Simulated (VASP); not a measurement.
Crystal: Fe.

```
Fe
1.0
     0.00000    1.94174    1.96511
     1.49844    0.00000    1.96511
     1.49844    1.94174    0.00000
Fe
1
Direct
  0.00000 0.00000 0.00000
```

| Property | Result |
| --- | --- |
| Program | VASP 6.6.1 |
| Task | relaxation of cell and atoms |
| Functional | BLYP |
| Potentials or basis | VASP PAW PBE potentials, release 64 (Fe) |
| Cutoff | 600 eV |
| k mesh | 13 × 13 × 13 |
| Occupations | fermi-dirac, width 0.05 eV |
| Spin | collinear spin, ferromagnetic start |
| Starting moments | [3.0] μB |

At the start: pressure 7.0 GPa; volume 11.44 Å³/atom.

**Question.** Where does the relaxation end?

**Answer.** Over 20 steps the energy falls by 24.5 meV/atom and the volume is 11.84 Å³/atom (+3.6 %); space group I4/mmm (No. 139, to 0.1 Å) before, Im-3m (No. 229, to 0.1 Å); moment 2.18 μB per cell.

Step by step:
```
step  energy change (eV)  largest force (eV/Å)  pressure (GPa)  volume (Å³)
   1              0.0000                0.0000            6.99        11.44
   2             -0.0128                0.0000           -4.17        12.28
   3             -0.0155                0.0000           -1.39        12.01
   4             -0.0202                0.0000           -0.96        11.94
   5             -0.0244                0.0000            0.23        11.82
   6             -0.0244                0.0000            0.39        11.81
   7             -0.0244                0.0000           -0.37        11.87
   8             -0.0245                0.0000           -0.11        11.84
   9             -0.0245                0.0000            0.01        11.84
  10             -0.0245                0.0000           -0.02        11.84
  11             -0.0245                0.0000           -0.28        11.84
  12             -0.0244                0.0000            0.52        11.80
  13             -0.0245                0.0000            0.12        11.83
  14             -0.0245                0.0000            0.07        11.83
  15             -0.0245                0.0000           -0.23        11.83
  16             -0.0245                0.0000            0.28        11.83
  17             -0.0245                0.0000           -0.05        11.83
  18             -0.0245                0.0000            0.10        11.83
  19             -0.0245                0.0000           -0.17        11.85
  20             -0.0245                0.0000           -0.03        11.84
```

Final structure:
```yaml
crystal:
  lattice:
    - [0.00000, 2.03207, 2.02891]
    - [1.43606, 0.00000, 2.02891]
    - [1.43606, 2.03207, 0.00000]
  atoms:
    - { symbol: Fe, position: [0.00000, 0.00000, 0.00000] }
```

Caveat: the PAW data sets were made with another functional, which shifts forces and pressure a little.
